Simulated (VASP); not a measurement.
Set up this calculation in VASP 6.6.1, as the native input.

| Quantity | Value |
| --- | --- |
| Task | electric field gradients |
| Functional | LDA |
| Potentials or basis | VASP PAW LDA potentials, release 64 (Ga_d) |
| Cutoff | 520 eV |
| k mesh | 12 × 12 × 10 |
| Occupations | fermi-dirac, width 0.08 eV |
| Spin | no spin polarisation |
| Dipole correction | no |
| Further INCAR settings | ALGO = Normal; EDIFF = 1e-08; NBANDS = 20 |

The structure of Ga lies in POSCAR:

```
Ga
1.0
    1.4093500000     -4.0505000000     -0.0261500000
    1.4906500000      4.0795000000      0.0551500000
    0.0317000000      0.0317000000      3.1700000000
Ga
2
Direct
    0.8670000000      0.1330000000      0.2500000000
    0.1330000000      0.8670000000      0.7500000000
```

This cell differs from its parent crystal: equal xy, yz and zx shear strains of +2 %.

One way to write it, as run:

INCAR

```
SYSTEM = Ga
ALGO = Normal
EDIFF = 1E-8
ENCUT = 520
GGA = CA
ISIF = 2
ISMEAR = -1
LASPH = .TRUE.
LCHARG = .FALSE.
LEFG = .TRUE.
LREAL = .FALSE.
LWAVE = .FALSE.
NBANDS = 20
NELM = 100
PREC = Accurate
SIGMA = 0.08
```

KPOINTS

```
k-points
0
G
  12 12 10
  0 0 0
```

Potentials or basis: VASP PAW LDA potentials, release 64 (Ga_d).

Run with:

```console
$ cat potpaw_LDA.64/Ga_d/POTCAR > POTCAR
$ mpirun -np 1 vasp_std > vasp.out
```

Results of the run:

| Quantity | Value |
| --- | --- |
| Pressure | -3.7 GPa |
| Largest force | 0.180 eV/Å |
| Band gap on the k mesh | zero (bands 13 and 14 overlap by 9.24 eV) |
| Largest electric field gradient by atom | Ga -27.9 V/Å² |

Caveat: the cell differs from its parent crystal (equal xy, yz and zx shear strains of +2 %); the cell stands under tension; without QUAD_EFG the Cq values of the log hold for a quadrupole moment of 1 mb, not for the nuclei.

It took 5.1 min on 1 thread of Intel(R) Xeon(R) Platinum 8375C CPU @ 2.90GHz (Ice Lake) (shared host), peak memory 0.49 GiB.
